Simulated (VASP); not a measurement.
# Ag4HC in VASP: relaxation of the atoms with PBEsol

Aim: the relaxation of the atoms of Ag4HC with PBEsol.

Program: VASP 6.6.1. These are calculated values, not measurements. Logs are shortened: lines on timing, memory, paths and dates and some standing lists are left out, and cuts for length are marked.

## 1. The cell of the first run

The cell holds a slab with vacuum, 6 atoms: a = 2.867 Å, b = 2.867 Å, c = 26.182 Å, α = 90.00°, β = 90.00°, γ = 90.00°.

## 2. Relaxation of the atoms, PBEsol

The input, INCAR:

```
SYSTEM = Ag4HC
PREC     = Accurate       ! precision mode
ENCUT    = 520            ! plane-wave cutoff, eV
EDIFF    = 1E-6           ! SCF threshold, eV
ISMEAR   = 0              ! smearing method
SIGMA    = 0.1            ! smearing width, eV
LREAL    = .FALSE.        ! projectors in reciprocal space
LASPH    = .TRUE.         ! aspherical terms in the spheres
NELM     = 100            ! most SCF steps
ALGO     = Normal         ! electronic algorithm
ISIF     = 2              ! what is computed and relaxed
LWAVE    = .FALSE.        ! write WAVECAR
LCHARG   = .FALSE.        ! write CHGCAR
LDIPOL   = .TRUE.       
IDIPOL   = 3            
DIPOL    = 0.5 0.5 0.514
GGA      = PS             ! functional
IBRION   = 2              ! ionic algorithm
NSW      = 90             ! ionic steps
EDIFFG   = -0.03          ! ionic threshold
```

The input, KPOINTS:

```
regular mesh
0
G
  10 10 1
  0 0 0
```

The input, POSCAR:

```
Ag4HC
1.0
    2.8669036820      0.0000000000      0.0000000000
    0.0000000000      2.8669036820      0.0000000000
    0.0000000000      0.0000000000     26.1816211037
Ag C H
4 1 1
Selective dynamics
Direct
    0.5000000000      0.5000000000      0.3246552216  F F F
    0.0000000000      0.0000000000      0.4020838509  F F F
    0.5000000000      0.5000000000      0.4797748769  T T T
    0.0000000000      0.0000000000      0.5555565503  T T T
    0.0000000000      0.0000000000      0.6403488552  T T T
    0.0000000000      0.0000000000      0.6823630603  T T T
```

Potentials or basis: VASP PAW PBE potentials, release 64 (Ag, C, H).

Started as:

```
> cat potpaw_PBE.64/Ag/POTCAR potpaw_PBE.64/C/POTCAR potpaw_PBE.64/H/POTCAR > POTCAR
> mpirun -np 1 vasp_std > vasp.out
```

OUTCAR:

```text
SYSTEM = Ag4HC
   PREC = Accurate
   ENCUT = 520
   EDIFF = 1E-6
   ISMEAR = 0
   LREAL = .FALSE.
   LASPH = .TRUE.
   NELM = 100
   ISIF = 2
   GGA = PS
   IBRION = 2
   NSW = 90
   EDIFFG = -0.03

 ion  position               nearest neighbor table
   1  0.500  0.500  0.325-   2 2.87   2 2.87   2 2.87   2 2.87
   2  0.000  0.000  0.402-   1 2.87   1 2.87   1 2.87   1 2.87   3 2.87   3 2.87   3 2.87   3 2.87

   3  0.500  0.500  0.480-   4 2.84   4 2.84   4 2.84   4 2.84   2 2.87   2 2.87   2 2.87   2 2.87

   4  0.000  0.000  0.556-   5 2.22   3 2.84   3 2.84   3 2.84   3 2.84
   5  0.000  0.000  0.640-   6 1.10   4 2.22
   6  0.000  0.000  0.682-   5 1.10

  LATTYP: Found a simple tetragonal cell.
 ALAT       =     2.8669036820
 C/A-ratio  =     9.1323685787

  Lattice vectors:

 A1 = (   2.8669036820,   0.0000000000,   0.0000000000)
 A2 = (   0.0000000000,   2.8669036820,   0.0000000000)
 A3 = (   0.0000000000,   0.0000000000,  26.1816211037)

Analysis of symmetry for initial positions (statically):
=====================================================================
 Subroutine PRICEL returns:
 Original cell was already a primitive cell.

 Routine SETGRP: Setting up the symmetry group for a
 simple tetragonal supercell.

 Subroutine GETGRP returns: Found  8 space group operations
 (whereof  8 operations were pure point group operations)
 out of a pool of 16 trial point group operations.

The static configuration has the point symmetry C_4v.

Analysis of symmetry for dynamics (positions and initial velocities):
=====================================================================
 Subroutine PRICEL returns:
 Original cell was already a primitive cell.

 Routine SETGRP: Setting up the symmetry group for a
 simple tetragonal supercell.

 Subroutine GETGRP returns: Found  8 space group operations
 (whereof  8 operations were pure point group operations)
 out of a pool of 16 trial point group operations.

The dynamic configuration has the point symmetry C_4v.

Analysis of constrained symmetry for selective dynamics:
=====================================================================
 Subroutine PRICEL returns:
 Original cell was already a primitive cell.

 Routine SETGRP: Setting up the symmetry group for a
 simple tetragonal supercell.

 Subroutine GETGRP returns: Found  8 space group operations
 (whereof  8 operations were pure point group operations)
 out of a pool of 16 trial point group operations.

The constrained configuration has the point symmetry C_4v.

 Subroutine INISYM returns: Found  8 space group operations
 (whereof  8 operations are pure point group operations),
 and found     1 'primitive' translations

----------------------------------------------------------------------------------------

                                     Primitive cell

  volume of cell :     215.1903

  direct lattice vectors                    reciprocal lattice vectors
     2.866903682  0.000000000  0.000000000     0.348808370  0.000000000  0.000000000
     0.000000000  2.866903682  0.000000000     0.000000000  0.348808370  0.000000000
     0.000000000  0.000000000 26.181621104     0.000000000  0.000000000  0.038194732

  length of vectors
     2.866903682  2.866903682 26.181621104     0.348808370  0.348808370  0.038194732

  position of ions in fractional coordinates (direct lattice)
     0.500000000  0.500000000  0.324655222
     0.000000000  0.000000000  0.402083851
     0.500000000  0.500000000  0.479774877
     0.000000000  0.000000000  0.555556550
     0.000000000  0.000000000  0.640348855
[... 62 lines left out ...]
   total plane-waves  NPLWV = 112896
   dimension x,y,z NGX =    24 NGY =   24 NGZ =  196
   dimension x,y,z NGXF=    48 NGYF=   48 NGZF=  392
   ions per type =               4   1   1
   NGX,Y,Z   is equivalent  to a cutoff of  13.92, 13.92, 12.45 a.u.
   NGXF,Y,Z  is equivalent  to a cutoff of  27.83, 27.83, 24.89 a.u.
 SYSTEM =  Ag4HC
   PREC   = accura    normal or accurate (medium, high low for compatibility)
   ISTART =      0    job   : 0-new  1-cont  2-samecut
   ICHARG =      2    charge: 1-file 2-atom 10-const
   ISPIN  =      1    spin polarized calculation?
   LNONCOLLINEAR =      F non collinear calculations
   LSORBIT =      F    spin-orbit coupling
   LASPH  =      T    aspherical Exc in radial PAW
   ENCUT  =  520.0 eV  38.22 Ry    6.18 a.u.   5.33  5.33 48.68*2*pi/ulx,y,z
   NELM   =    100;   NELMIN=  2; NELMDL= -5     # of ELM steps
   EDIFF  = 0.1E-05   stopping-criterion for ELM
   LREAL  =      F    real-space projection
   EDIFFG = -.3E-01   stopping-criterion for IOM
   NSW    =     90    number of steps for IOM
   IBRION =      2    ionic relax: 0-MD 1-quasi-New 2-CG
   NFREE  =      1    steps in history (QN), initial steepest desc. (CG)
   ISIF   =      2    stress and relaxation
   ISYM   =      2    0-nonsym 1-usesym 2-fastsym
   POTIM  = 0.5000    time-step for ionic-motion
   TEBEG  =    0.0;   TEEND  =   0.0 temperature during run
   PSTRESS=    0.0 pullay stress
   NELECT =      49.0000    total number of electrons
   NUPDOWN=      -1.0000    fix difference up-down
   EMIN   =  10.00;   EMAX   =-10.00  energy-range for DOS
   EFERMI =   0.00;   METHOD = LEGACY
   ISMEAR =     0;   SIGMA  =   0.10  broadening in eV -4-tet -1-fermi 0-gaus
   EFERMI_NEDOS =   21; number of points for ismear=-14 and -15
   IALGO  =     38    algorithm
   IMIX   =      4    mixing-type and parameters
     AMIX     =   0.40;   BMIX     =  1.00
     AMIX_MAG =   1.60;   BMIX_MAG =  1.00
  volume/ion in A,a.u.               =      35.87       242.03
  Fermi-wavevector in a.u.,A,eV,Ry     =   0.999691  1.889143 13.597429  0.999383
  Thomas-Fermi vector in A             =   2.131998
   LORBIT       =      0    0 simple, 1 ext, 2 COOP (PROOUT), +10 PAW based schemes
   GGA     = PS    functional components
   LHFCALC =     F    Hartree Fock is set to
   AEXX    =    0.0000 exact exchange contribution
   IVDW    =     0    specifies the selected vdW correction
   LEPSILON=     F    determine dielectric tensor
   LRPA    =     F    only Hartree local field effects (RPA)
 conjugate gradient relaxation of ions
 non-spin polarized calculation
 Gauss-broadening in eV      SIGMA  =   0.10
  energy-cutoff  :      520.00
  volume of cell :      215.19
 maximum number of plane-waves:      5839
 NGX is ok and might be reduce to    24
   NGX = 11   NGY = 11   NGZ = 97

--------------------------------------- Ionic step        1  -------------------------------------------

 number of electron      48.9999988 magnetization

 Free energy of the ion-electron system (eV)
  ---------------------------------------------------
  ext. energy  EPLUGINS =         0.00000000
  ---------------------------------------------------
  free energy    TOTEN  =       -20.75972765 eV

  energy without entropy =      -20.75014317  energy(sigma->0) =      -20.75493541

------------------------ aborting loop because EDIFF is reached ----------------------------------------

  FORCE on cell =-STRESS in cart. coord.  units (eV):
  Direction    XX          YY          ZZ          XY          YZ          ZX
  --------------------------------------------------------------------------------------
  -------------------------------------------------------------------------------------
  Total       -3.1066027     -3.1066027     -2.5713380      0.0000000      0.0000000     -0.0000000
  in kB      -23.1298897    -23.1298897    -19.1446313      0.0000000      0.0000000     -0.0000000
  external PRESSURE =     -21.8014702 kB  Pullay stress =       0.0000000 kB
[... 29 lines left out ...]
 number of electron      48.9999987 magnetization

------------------------ aborting loop because EDIFF is reached ----------------------------------------

 vacuum level on the upper side and lower side of the slab       (xc-potential included)        -0.291        -0.037

  FORCE on cell =-STRESS in cart. coord.  units (eV):
  Direction    XX          YY          ZZ          XY          YZ          ZX
  --------------------------------------------------------------------------------------
  -------------------------------------------------------------------------------------
  Total       -3.0723029     -3.0723029     -4.3059984      0.0000000      0.0000000      0.0000000
  in kB      -22.8745138    -22.8745138    -32.0598662      0.0000000      0.0000000      0.0000000
  external PRESSURE =     -25.9362979 kB  Pullay stress =       0.0000000 kB
[... 61 lines left out ...]
  FREE ENERGIE OF THE ION-ELECTRON SYSTEM (eV)
  ---------------------------------------------------
  free  energy   TOTEN  =       -20.8293016564 eV

  energy  without entropy=      -20.8211213133  energy(sigma->0) =      -20.82521148

 dipolmoment           0.000000      0.000000      0.006942 electrons x Angstroem

[... ionic steps 4 to 20 ...]

--------------------------------------- Ionic step       21  -------------------------------------------

 number of electron      48.9999987 magnetization

------------------------ aborting loop because EDIFF is reached ----------------------------------------
[... 75 lines left out ...]
--------------------------------------- Ionic step       23  -------------------------------------------

 number of electron      48.9999987 magnetization

 dipolmoment           0.000000      0.000000     -0.019668 electrons x Angstroem

 Free energy of the ion-electron system (eV)
  ---------------------------------------------------
  ext. energy  EPLUGINS =         0.00000000
  ---------------------------------------------------
  free energy    TOTEN  =       -20.92490704 eV

  energy without entropy =      -20.91917373  energy(sigma->0) =      -20.92204039

 E-fermi :   0.1005     XC(G=0):  -5.2789

 val. band max:        0.0352759346   @ k =   0.3000   0.2000   0.0000
 cond. band min:       0.2010824275   @ k =   0.4000   0.2000   0.0000
 fundamental gap:      0.1658064929
 Fermi energy:         0.1004794966

 k-point     1 :       0.0000    0.0000    0.0000
  band No.  band energies     occupation
      1     -11.5767      2.00000
      2      -7.3487      2.00000
      3      -6.4702      2.00000
      4      -6.0749      2.00000
      5      -5.9549      2.00000
      6      -5.8061      2.00000
[... 661 lines left out ...]
     28       4.8430      0.00000
     29       7.1462      0.00000

------------------------ aborting loop because EDIFF is reached ----------------------------------------

 vacuum level on the upper side and lower side of the slab       (xc-potential included)        -0.234         0.189

  FORCE on cell =-STRESS in cart. coord.  units (eV):
  Direction    XX          YY          ZZ          XY          YZ          ZX
  --------------------------------------------------------------------------------------
  -------------------------------------------------------------------------------------
  Total       -2.8697431     -2.8697431     -0.4254013      0.0000000      0.0000000     -0.0000000
  in kB      -21.3663762    -21.3663762     -3.1672811      0.0000000      0.0000000     -0.0000000
  external PRESSURE =     -15.3000111 kB  Pullay stress =       0.0000000 kB
[... 21 lines left out ...]
  FREE ENERGIE OF THE ION-ELECTRON SYSTEM (eV)
  ---------------------------------------------------
  free  energy   TOTEN  =       -20.9249070401 eV

  energy  without entropy=      -20.9191737311  energy(sigma->0) =      -20.92204039

 reached required accuracy - stopping structural energy minimisation

 vacuum level on the upper side and lower side of the slab         4.092         4.530
```

Wall time 22 min (1 thread of Intel Xeon Platinum 8488C (Sapphire Rapids), shared host); peak memory 0.4 GiB.

Results:

* Free energy: -20.9249 eV
* Energy gained by relaxing: 27.5 meV/atom
* Ionic steps: 23
* Band gap on the k mesh: zero (an odd number of electrons rules out a gap without spin polarisation)

The path:
```tsv
step	energy change (eV)	largest force on free atoms (eV/Å)	pressure (GPa)
1	0.0000	1.7093	-2.18
2	-0.0396	2.1045	-2.59
3	-0.0696	1.2557	-2.51
4	-0.1424	0.7195	-2.19
5	-0.1477	0.5213	-2.03
6	-0.1386	1.2656	-1.84
7	-0.1531	0.2175	-1.97
8	-0.1561	0.1426	-1.96
9	-0.1591	0.0957	-1.92
10	-0.1599	0.0542	-1.87
11	-0.1601	0.0656	-1.83
12	-0.1606	0.0892	-1.82
13	-0.1607	0.1623	-1.82
14	-0.1608	0.1607	-1.81
15	-0.1611	0.1575	-1.80
16	-0.1616	0.1497	-1.78
17	-0.1626	0.1366	-1.74
18	-0.1641	0.1105	-1.67
19	-0.1649	0.0660	-1.50
20	-0.1650	0.0756	-1.54
21	-0.1651	0.0734	-1.54
22	-0.1651	0.0405	-1.54
23	-0.1652	0.0274	-1.53
```

Final structure:
```cif
data_structure
_symmetry_space_group_name_H-M 'P 1'
_symmetry_Int_Tables_number 1
_cell_length_a 2.8669
_cell_length_b 2.8669
_cell_length_c 26.1816
_cell_angle_alpha 90.000
_cell_angle_beta 90.000
_cell_angle_gamma 90.000
_cell_volume 215.19
loop_
_atom_site_label
_atom_site_type_symbol
_atom_site_fract_x
_atom_site_fract_y
_atom_site_fract_z
_atom_site_occupancy
Ag1 Ag 0.50000 0.50000 0.32466 1
Ag2 Ag 0.00000 0.00000 0.40208 1
Ag3 Ag 0.50000 0.50000 0.47931 1
Ag4 Ag 0.00000 0.00000 0.55731 1
C1 C 0.00000 0.00000 0.63411 1
H1 H 0.00000 0.00000 0.67658 1
```

Caveat: the PAW data sets were made with another functional, which shifts forces and pressure a little.

The gap in the log of VASP goes by the Fermi energy; the results here count the filled bands.